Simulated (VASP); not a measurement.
Write the native input for VASP 6.6.1 that does the following.

| Property | Result |
| --- | --- |
| Task | single point |
| Functional | revPBE |
| Potentials or basis | VASP PAW PBE potentials, release 64 (Rh_pv) |
| Cutoff | 520 eV |
| k mesh | 15 × 15 × 4 |
| Occupations | fermi-dirac, width 0.1 eV |
| Spin | no spin polarisation |
| Dipole correction | no |
| Further INCAR settings | ALGO = Normal; EDIFF = 1e-07; NBANDS = 38 |

The structure of Rh lies in POSCAR:

```
Rh
1.0
    2.6498452055      0.0000000000      0.0000000000
   -1.3249226027      2.2948332641      0.0000000000
    0.0000000000      0.0000000000      8.6414007512
Rh
4
Direct
    0.0000000000      0.0000000000      0.0000000000
    1.0000000000      0.0000000000      0.5000000000
    0.3333333333      0.6666666667      0.2500000000
    0.6666666667      0.3333333333      0.7500000000
```

This isn't the form of Rh at room conditions, which is fcc.

One way to write it, as run:

INCAR

```
PREC     = Accurate       # precision mode
ENCUT    = 520            # plane-wave cutoff, eV
EDIFF    = 1E-7           # SCF threshold, eV
ISMEAR   = -1             # smearing method
SIGMA    = 0.1            # smearing width, eV
LREAL    = False          # projectors in reciprocal space
LASPH    = True           # aspherical terms in the spheres
NELM     = 100            # most SCF steps
ALGO     = Normal         # electronic algorithm
ISIF     = 2              # what is computed and relaxed
LWAVE    = False          # write WAVECAR
LCHARG   = True           # write CHGCAR
GGA      = RE             # functional
LELF     = True           # ELF
LVHAR    = True         
NBANDS   = 38             # bands
```

KPOINTS

```
Automatic mesh
0
Gamma
  15 15 4
```

Potentials or basis: VASP PAW PBE potentials, release 64 (Rh_pv).

Launch:

```console
$ cat potpaw_PBE.64/Rh_pv/POTCAR > POTCAR
$ mpirun -np 1 vasp_std > vasp.out
```

Results of the run:

The pressure is 25.0 GPa and the band gap on the k mesh is zero (bands 30 and 31 overlap by 1.98 eV).

Caveat: the cell stands under pressure; the PAW data sets were made with another functional, which shifts forces and pressure a little.

Run time: 4 min on 1 thread of Intel Xeon 8259CL, with other jobs on the host, peak memory 0.24 GiB.
